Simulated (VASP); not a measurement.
Input of a VASP 6.6.1 run:

The input INCAR:

```
SYSTEM = Ge
PREC = Accurate
ENCUT = 520
EDIFF = 1E-6
ISMEAR = 0
SIGMA = 0.1
LREAL = .FALSE.
LASPH = .TRUE.
NELM = 100
ALGO = Normal
ISIF = 2
LWAVE = .FALSE.
LCHARG = .TRUE.
GGA = PE
LELF = .TRUE.
LVHAR = .TRUE.
NBANDS = 36
```

Contents of KPOINTS:

```
Automatic mesh
0
G
  4 4 4
  0 0 0
```

Contents of POSCAR:

```
Ge
1.0
    2.6800425478     -3.7644301635      0.0000000000
    2.6800425478      3.7644301635      0.0000000000
    0.0000000000      0.0000000000      3.9940340564
Ge
4
Direct
    0.7500000000      0.2500000000      0.4999434516
    0.2500000000      0.7500000000      0.5000565484
    0.0000000000      0.0000000000      0.0000000000
    0.5000000000      0.5000000000      0.0000000000
```

Potentials or basis: VASP PAW PBE potentials, release 64 (Ge_d).

The run is started by

```console
$ cat potpaw_PBE.64/Ge_d/POTCAR > POTCAR
$ mpirun -np 1 vasp_std > vasp.out
```

(1) What does it give for the pressure?

(2) Predict the band gap on the k mesh.

Results:

(1) -0.3 GPa.

(2) zero (band 28 reaches 7.25 eV, above the bottom of band 29 at 5.11 eV).

Caveat: the k points lie up to 0.39 Å⁻¹ apart.
